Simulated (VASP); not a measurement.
# Cr in VASP: a series of runs

Cr is run at these levels: PBEsol; tasks: single point.

Everything below comes from runs of VASP 6.6.1. Logs are shortened: lines on timing, memory, paths and dates and some standing lists are left out, and cuts for length are marked.

### 1 The cell of the first run

The cell holds a slab with vacuum, 2 atoms: a = 2.438 Å, b = 2.438 Å, c = 12.781 Å, α = 90.00°, β = 90.00°, γ = 109.47°.

### 2 Single point, PBEsol, collinear spin, ferromagnetic start

Contents of INCAR:

```
PREC = Accurate
ENCUT = 520
EDIFF = 1E-6
ISMEAR = -1
SIGMA = 0.08
LREAL = F
LASPH = T
NELM = 150
ALGO = Normal
ISIF = 2
LWAVE = F
LCHARG = F
ISPIN = 2
MAGMOM = 2 2
LORBIT = 11
LMAXMIX = 4
LDIPOL = T
IDIPOL = 3
DIPOL = 0.5 0.5 0.500
GGA = PS
NBANDS = 23
```

Contents of KPOINTS:

```
regular mesh
0
Gamma
  18 18 1
```

Contents of POSCAR:

```
Cr
1.0
    2.4376614454      0.0000000000      0.0000000000
   -0.8125538151      2.2982492510      0.0000000000
    0.0000000000      0.0000000000     12.7807000000
Cr
2
Direct
    0.2500000000      0.2500000000      0.4303372235
    0.7500000000      0.7500000000      0.5696627765
```

Potentials or basis: VASP PAW PBE potentials, release 64 (Cr_pv).

Started as:

```
> cat potpaw_PBE.64/Cr_pv/POTCAR > POTCAR
> mpirun -np 1 vasp_std > vasp.out
```

OUTCAR:

```text
PREC = Accurate
   ENCUT = 520
   EDIFF = 1E-6
   ISMEAR = -1
   LREAL = F
   LASPH = T
   NELM = 150
   ISIF = 2
   ISPIN = 2
   LORBIT = 11
   GGA = PS

 ion  position               nearest neighbor table
   1  0.250  0.250  0.430-   2 2.27   2 2.27   2 2.67   2 2.67
   2  0.750  0.750  0.570-   1 2.27   1 2.27   1 2.67   1 2.67

  LATTYP: Found a base centered orthorhombic cell.
 ALAT       =     2.8147689834
 B/A-ratio  =     1.4142135624
 C/A-ratio  =     4.5405857729

  Lattice vectors:

 A1 = (   2.4376614454,   0.0000000000,   0.0000000000)
 A2 = (  -0.8125538151,   2.2982492510,   0.0000000000)
 A3 = (   0.0000000000,   0.0000000000,  12.7807000000)

Analysis of symmetry for initial positions (statically):
=====================================================================
 Subroutine PRICEL returns:
 Original cell was already a primitive cell.

 Routine SETGRP: Setting up the symmetry group for a
 base centered orthorhombic supercell.

 Subroutine GETGRP returns: Found  8 space group operations
 (whereof  4 operations were pure point group operations)
 out of a pool of  8 trial point group operations.

The static configuration has the point symmetry C_2h.
 The point group associated with its full space group is D_2h.

Analysis of symmetry for dynamics (positions and initial velocities):
=====================================================================
 Subroutine PRICEL returns:
 Original cell was already a primitive cell.

 Routine SETGRP: Setting up the symmetry group for a
 base centered orthorhombic supercell.

 Subroutine GETGRP returns: Found  8 space group operations
 (whereof  4 operations were pure point group operations)
 out of a pool of  8 trial point group operations.

The dynamic configuration has the point symmetry C_2h.
 The point group associated with its full space group is D_2h.

Analysis of structural, dynamic, and magnetic symmetry:
=====================================================================
 Subroutine PRICEL returns:
 Original cell was already a primitive cell.

 Routine SETGRP: Setting up the symmetry group for a
 base centered orthorhombic supercell.

 Subroutine GETGRP returns: Found  8 space group operations
 (whereof  4 operations were pure point group operations)
 out of a pool of  8 trial point group operations.

The overall configuration has the point symmetry C_2h.
 The point group associated with its full space group is D_2h.

 Subroutine INISYM returns: Found  8 space group operations
 (whereof  4 operations are pure point group operations),
 and found     1 'primitive' translations

----------------------------------------------------------------------------------------

                                     Primitive cell

  volume of cell :      71.6020

  direct lattice vectors                    reciprocal lattice vectors
     2.437661445  0.000000000  0.000000000     0.410229239  0.145037938  0.000000000
    -0.812553815  2.298249251  0.000000000     0.000000000  0.435113815  0.000000000
     0.000000000  0.000000000 12.780700000     0.000000000  0.000000000  0.078242976

  length of vectors
     2.437661445  2.437661445 12.780700000     0.435113815  0.435113815  0.078242976

  position of ions in fractional coordinates (direct lattice)
     0.250000000  0.250000000  0.430337223
     0.750000000  0.750000000  0.569662777

  ion indices of the primitive-cell ions
   primitive index   ion index
                 1           1
                 2           2

----------------------------------------------------------------------------------------

 KPOINTS: regular mesh

Automatic generation of k-mesh.
 Grid dimensions read from file:
 generate k-points for:   18   18    1

 Generating k-lattice:

  Cartesian coordinates                     Fractional coordinates (reciprocal lattice)
     0.022790513  0.008057663  0.000000000     0.055555556  0.000000000  0.000000000
     0.000000000  0.024172990  0.000000000     0.000000000  0.055555556  0.000000000
     0.000000000  0.000000000  0.078242976     0.000000000  0.000000000  1.000000000

  Length of vectors
     0.024172990  0.024172990  0.078242976

  Shift w.r.t. Gamma in fractional coordinates (k-lattice)
     0.000000000  0.000000000  0.000000000

 Subroutine IBZKPT returns following result:
 ===========================================

 Found     91 irreducible k-points:

 Following reciprocal coordinates:
            Coordinates               Weight
  0.000000  0.000000  0.000000      1.000000
  0.055556  0.000000  0.000000      4.000000
  0.111111  0.000000  0.000000      4.000000
  0.166667  0.000000  0.000000      4.000000
  0.222222 -0.000000  0.000000      4.000000
  0.277778  0.000000  0.000000      4.000000
[... 16 lines left out ...]
 -0.277778  0.055556  0.000000      4.000000
 -0.222222  0.055556  0.000000      4.000000
 [... further k-points ...]
   k-points           NKPTS =     91   k-points in BZ     NKDIM =     91   number of bands    NBANDS=     23
   number of dos      NEDOS =    301   number of ions     NIONS =      2
   total plane-waves  NPLWV =  31104
   dimension x,y,z NGX =    18 NGY =   18 NGZ =   96
   dimension x,y,z NGXF=    36 NGYF=   36 NGZF=  192
   ions per type =               2
   NGX,Y,Z   is equivalent  to a cutoff of  12.28, 12.28, 12.49 a.u.
   NGXF,Y,Z  is equivalent  to a cutoff of  24.55, 24.55, 24.97 a.u.
 SYSTEM =  unknown system
   PREC   = accura    normal or accurate (medium, high low for compatibility)
   ISTART =      0    job   : 0-new  1-cont  2-samecut
   ICHARG =      2    charge: 1-file 2-atom 10-const
   ISPIN  =      2    spin polarized calculation?
   LNONCOLLINEAR =      F non collinear calculations
   LSORBIT =      F    spin-orbit coupling
   LASPH  =      T    aspherical Exc in radial PAW
   ENCUT  =  520.0 eV  38.22 Ry    6.18 a.u.   4.53  4.53 23.76*2*pi/ulx,y,z
   NELM   =    150;   NELMIN=  2; NELMDL= -5     # of ELM steps
   EDIFF  = 0.1E-05   stopping-criterion for ELM
   LREAL  =      F    real-space projection
   EDIFFG = 0.1E-04   stopping-criterion for IOM
   NSW    =      0    number of steps for IOM
   IBRION =     -1    ionic relax: 0-MD 1-quasi-New 2-CG
   NFREE  =      0    steps in history (QN), initial steepest desc. (CG)
   ISIF   =      2    stress and relaxation
   ISYM   =      2    0-nonsym 1-usesym 2-fastsym
   POTIM  = 0.5000    time-step for ionic-motion
   TEBEG  =    0.0;   TEEND  =   0.0 temperature during run
   PSTRESS=    0.0 pullay stress
   NELECT =      24.0000    total number of electrons
   NUPDOWN=      -1.0000    fix difference up-down
   EMIN   =  10.00;   EMAX   =-10.00  energy-range for DOS
   EFERMI =   0.00;   METHOD = LEGACY
   ISMEAR =    -1;   SIGMA  =   0.08  broadening in eV -4-tet -1-fermi 0-gaus
   EFERMI_NEDOS =   21; number of points for ismear=-14 and -15
   IALGO  =     38    algorithm
   IMIX   =      4    mixing-type and parameters
     AMIX     =   0.40;   BMIX     =  1.00
     AMIX_MAG =   1.60;   BMIX_MAG =  1.00
  volume/ion in A,a.u.               =      35.80       241.60
  Fermi-wavevector in a.u.,A,eV,Ry     =   1.137200  2.148996 17.595379  1.293224
  Thomas-Fermi vector in A             =   2.273905
   LORBIT       =     11    0 simple, 1 ext, 2 COOP (PROOUT), +10 PAW based schemes
   GGA     = PS    functional components
   LHFCALC =     F    Hartree Fock is set to
   AEXX    =    0.0000 exact exchange contribution
   IVDW    =     0    specifies the selected vdW correction
   LEPSILON=     F    determine dielectric tensor
   LRPA    =     F    only Hartree local field effects (RPA)
 spin polarized calculation
  energy-cutoff  :      520.00
  volume of cell :       71.60
 maximum number of plane-waves:      1973
   NGX =  9   NGY =  9   NGZ = 47

 number of electron      23.9999990 magnetization      -0.0013882

 number of electron      23.9999990 magnetization       0.0000794

 dipolmoment           0.000000      0.000000      0.000000 electrons x Angstroem

 Free energy of the ion-electron system (eV)
  ---------------------------------------------------
  ext. energy  EPLUGINS =         0.00000000
  ---------------------------------------------------
  free energy    TOTEN  =       -18.09350239 eV

  energy without entropy =      -18.03985723  energy(sigma->0) =      -18.06667981

 E-fermi :   0.4143     XC(G=0):  -5.8690

 val. band max:        0.4074651519   @ k =   0.4444   0.1111   0.0000
 cond. band min:       0.4184137398   @ k =   0.1667   0.0000   0.0000
 fundamental gap:      0.0109485879
 Fermi energy:         0.4142532454

 spin component 1

 k-point     1 :       0.0000    0.0000    0.0000
  band No.  band energies     occupation
      1     -42.8666      1.00000
      2     -42.2251      1.00000
      3     -42.0223      1.00000
      4     -41.8573      1.00000
      5     -41.8277      1.00000
      6     -41.8254      1.00000
[... 613 lines left out ...]
     22       7.8901      0.00000
     23       7.8903      0.00000

 [... further k-points ...]

 spin component 2

 k-point     1 :       0.0000    0.0000    0.0000
  band No.  band energies     occupation
      1     -42.8666      1.00000
      2     -42.2251      1.00000
      3     -42.0223      1.00000
      4     -41.8572      1.00000
      5     -41.8276      1.00000
      6     -41.8254      1.00000
[... 613 lines left out ...]
     22       7.8901      0.00000
     23       7.8904      0.00000

 [... further k-points ...]

------------------------ aborting loop because EDIFF is reached ----------------------------------------

 vacuum level on the upper side and lower side of the slab       (xc-potential included)        -0.399        -0.399

  FORCE on cell =-STRESS in cart. coord.  units (eV):
  Direction    XX          YY          ZZ          XY          YZ          ZX
  --------------------------------------------------------------------------------------
  -------------------------------------------------------------------------------------
  Total       -0.4961856     -1.0085235      0.0286338     -0.7245553      0.0000000      0.0000000
  in kB      -11.1027239    -22.5668766      0.6407143    -16.2127603      0.0000000      0.0000000
  external PRESSURE =     -11.0096287 kB  Pullay stress =       0.0000000 kB

 VOLUME and BASIS-vectors are now :
 -----------------------------------------------------------------------------
  energy-cutoff  :      520.00
  volume of cell :       71.60
      direct lattice vectors                 reciprocal lattice vectors
     2.437661445  0.000000000  0.000000000     0.410229239  0.145037938  0.000000000
    -0.812553815  2.298249251  0.000000000     0.000000000  0.435113815  0.000000000
     0.000000000  0.000000000 12.780700000     0.000000000  0.000000000  0.078242976

 POSITION                                       TOTAL-FORCE (eV/Angst)
 -----------------------------------------------------------------------------------
      0.40628      0.57456      5.50001        -0.000000     -0.000000     -0.023666
      1.21883      1.72369      7.28069         0.000000      0.000000      0.023666
 -----------------------------------------------------------------------------------
    total drift:                                0.000000     -0.000000      0.000000

  FREE ENERGIE OF THE ION-ELECTRON SYSTEM (eV)
  ---------------------------------------------------
  free  energy   TOTEN  =       -18.0935023857 eV

  energy  without entropy=      -18.0398572291  energy(sigma->0) =      -18.06667981

 vacuum level on the upper side and lower side of the slab         4.767         4.767

 total charge

# of ion       s       p       d       tot
------------------------------------------
    1        0.452   6.338   4.307  11.096
    2        0.452   6.338   4.307  11.096
--------------------------------------------------
tot          0.903  12.676   8.613  22.192

 magnetization (x)

# of ion       s       p       d       tot
------------------------------------------
    1        0.000   0.000   0.000   0.000
    2        0.000   0.000   0.000   0.000
--------------------------------------------------
tot          0.000   0.000   0.000   0.000
```

Run time: 4 min. Hardware: 1 thread of Intel Xeon 6975P-C (Granite Rapids), shared host; peak memory 0.33 GiB.

Results:

```
Free energy                                           : -18.0935 eV
Largest force                                         : 0.024 eV/Å
Band gap on the k mesh                                : zero (filled and empty bands overlap)
Net moment                                            : 0.00 μB per cell
Valence electrons inside the program's atomic spheres : Cr 11.10
```

Forces on the atoms (eV/Å):
```
Cr   0.000  0.000 -0.024
Cr   0.000  0.000  0.024
```

Levels at points of the mesh, in eV from the Fermi level:
Spin up:
| k point | band 8 | band 9 | band 10 | band 11 | band 12 | band 13 | band 14 | band 15 | band 16 | band 17 |
| --- | --- | --- | --- | --- | --- | --- | --- | --- | --- | --- |
| (0.00, 0.00, 0.00) | -4.54 | -2.28 | -1.06 | -0.88 | -0.74 | -0.33 | 0.91 | 1.43 | 1.46 | 1.51 |
| (0.50, 0.00, 0.00) | -3.73 | -2.00 | -2.00 | 0.06 | 0.06 | 1.31 | 1.31 | 2.15 | 2.15 | 3.54 |
| (0.50, 0.50, 0.00) | -3.69 | -3.69 | -1.78 | -0.22 | 1.26 | 1.73 | 1.89 | 2.84 | 3.27 | 3.33 |
Spin down:
```csv
k point,band 8,band 9,band 10,band 11,band 12,band 13,band 14,band 15,band 16,band 17
"(0.00, 0.00, 0.00)",-4.54,-2.28,-1.06,-0.88,-0.74,-0.33,0.91,1.43,1.46,1.51
"(0.50, 0.00, 0.00)",-3.73,-2.00,-2.00,0.06,0.06,1.31,1.31,2.15,2.15,3.54
"(0.50, 0.50, 0.00)",-3.69,-3.69,-1.78,-0.22,1.26,1.73,1.89,2.84,3.27,3.33
```

Caveat: the moments typed at the start vanished in this run; the PAW data sets were made with another functional, which shifts forces and pressure a little.

### 3 Single point, PBEsol, collinear spin, ferromagnetic start

Contents of INCAR:

```
SYSTEM = Cr
PREC = Accurate
ENCUT = 520
EDIFF = 1E-6
ISMEAR = -1
SIGMA = 0.08
LREAL = .False.
LASPH = .True.
NELM = 150
ALGO = Normal
ISIF = 2
LWAVE = .False.
LCHARG = .False.
ISPIN = 2
MAGMOM = 2 2
LORBIT = 11
LMAXMIX = 4
LDIPOL = .True.
IDIPOL = 3
DIPOL = 0.5 0.5 0.500
GGA = PS
NBANDS = 23
```

Contents of KPOINTS:

```
Automatic mesh
0
Gamma
  18 18 1
  0 0 0
```

POSCAR is that of step 2.

Potentials or basis: VASP PAW PBE potentials, release 64 (Cr_pv).

Started as:

```
> cat potpaw_PBE.64/Cr_pv/POTCAR > POTCAR
> mpirun -np 1 vasp_std > vasp.out
```

OUTCAR:

```text
SYSTEM = Cr
   PREC = Accurate
   ENCUT = 520
   EDIFF = 1E-6
   ISMEAR = -1
   LREAL = .False.
   LASPH = .True.
   NELM = 150
   ISIF = 2
   ISPIN = 2
   LORBIT = 11
   GGA = PS

 ion  position               nearest neighbor table
   1  0.250  0.250  0.430-   2 2.27   2 2.27   2 2.67   2 2.67
   2  0.750  0.750  0.570-   1 2.27   1 2.27   1 2.67   1 2.67

  LATTYP: Found a base centered orthorhombic cell.
 ALAT       =     2.8147689834
 B/A-ratio  =     1.4142135624
 C/A-ratio  =     4.5405857729

  Lattice vectors:

 A1 = (   2.4376614454,   0.0000000000,   0.0000000000)
 A2 = (  -0.8125538151,   2.2982492510,   0.0000000000)
 A3 = (   0.0000000000,   0.0000000000,  12.7807000000)

Analysis of symmetry for initial positions (statically):
=====================================================================
 Subroutine PRICEL returns:
 Original cell was already a primitive cell.

 Routine SETGRP: Setting up the symmetry group for a
[... 1449 lines left out ...]
 [... further k-points ...]

------------------------ aborting loop because EDIFF is reached ----------------------------------------

 vacuum level on the upper side and lower side of the slab       (xc-potential included)        -0.399        -0.399

  FORCE on cell =-STRESS in cart. coord.  units (eV):
  Direction    XX          YY          ZZ          XY          YZ          ZX
  --------------------------------------------------------------------------------------
  -------------------------------------------------------------------------------------
  Total       -0.4961856     -1.0085235      0.0286338     -0.7245553      0.0000000      0.0000000
  in kB      -11.1027239    -22.5668766      0.6407143    -16.2127603      0.0000000      0.0000000
  external PRESSURE =     -11.0096287 kB  Pullay stress =       0.0000000 kB

 VOLUME and BASIS-vectors are now :
 -----------------------------------------------------------------------------
  energy-cutoff  :      520.00
  volume of cell :       71.60
      direct lattice vectors                 reciprocal lattice vectors
     2.437661445  0.000000000  0.000000000     0.410229239  0.145037938  0.000000000
    -0.812553815  2.298249251  0.000000000     0.000000000  0.435113815  0.000000000
     0.000000000  0.000000000 12.780700000     0.000000000  0.000000000  0.078242976

 POSITION                                       TOTAL-FORCE (eV/Angst)
 -----------------------------------------------------------------------------------
      0.40628      0.57456      5.50001        -0.000000     -0.000000     -0.023666
      1.21883      1.72369      7.28069         0.000000      0.000000      0.023666
 -----------------------------------------------------------------------------------
    total drift:                                0.000000     -0.000000      0.000000

  FREE ENERGIE OF THE ION-ELECTRON SYSTEM (eV)
  ---------------------------------------------------
  free  energy   TOTEN  =       -18.0935023857 eV

  energy  without entropy=      -18.0398572291  energy(sigma->0) =      -18.06667981

 vacuum level on the upper side and lower side of the slab         4.767         4.767

 total charge

# of ion       s       p       d       tot
------------------------------------------
    1        0.452   6.338   4.307  11.096
    2        0.452   6.338   4.307  11.096
--------------------------------------------------
tot          0.903  12.676   8.613  22.192

 magnetization (x)

# of ion       s       p       d       tot
------------------------------------------
    1        0.000   0.000   0.000   0.000
    2        0.000   0.000   0.000   0.000
--------------------------------------------------
tot          0.000   0.000   0.000   0.000
```

stdout:

```text
POSCAR found type information on POSCAR Cr
 POSCAR found :  1 types and       2 ions
 scaLAPACK will be used
 -----------------------------------------------------------------------------
|                                                                             |
|                                                                             |
|     You enforced a specific xc type in the INCAR file but a different       |
|     I HOPE YOU KNOW WHAT YOU ARE DOING!                                     |
|                                                                             |
 -----------------------------------------------------------------------------

 LDA part: xc-table for (Slater+PW92), standard interpolation
 POSCAR, INCAR and KPOINTS ok, starting setup
 FFT: planning ... GRIDC
 FFT: planning ... GRID_SOFT
 FFT: planning ... GRID
 WAVECAR not read
 entering main loop
```

It took 3.7 min on 1 thread of Intel Xeon 6975P-C (Granite Rapids), shared host; peak memory 0.34 GiB.

Results:

```yaml
Free_energy: -18.0935 eV
Largest_force: 0.024 eV/Å
Band_gap_on_the_k_mesh: zero (filled and empty bands overlap)
Net_moment: 0.00 μB per cell
Valence_electrons_inside_the_program's_atomic_spheres: Cr 11.10
```

Forces on the atoms (eV/Å):
```
Cr   0.000  0.000 -0.024
Cr   0.000  0.000  0.024
```

Caveat: the moments typed at the start vanished in this run; the PAW data sets were made with another functional, which shifts forces and pressure a little.
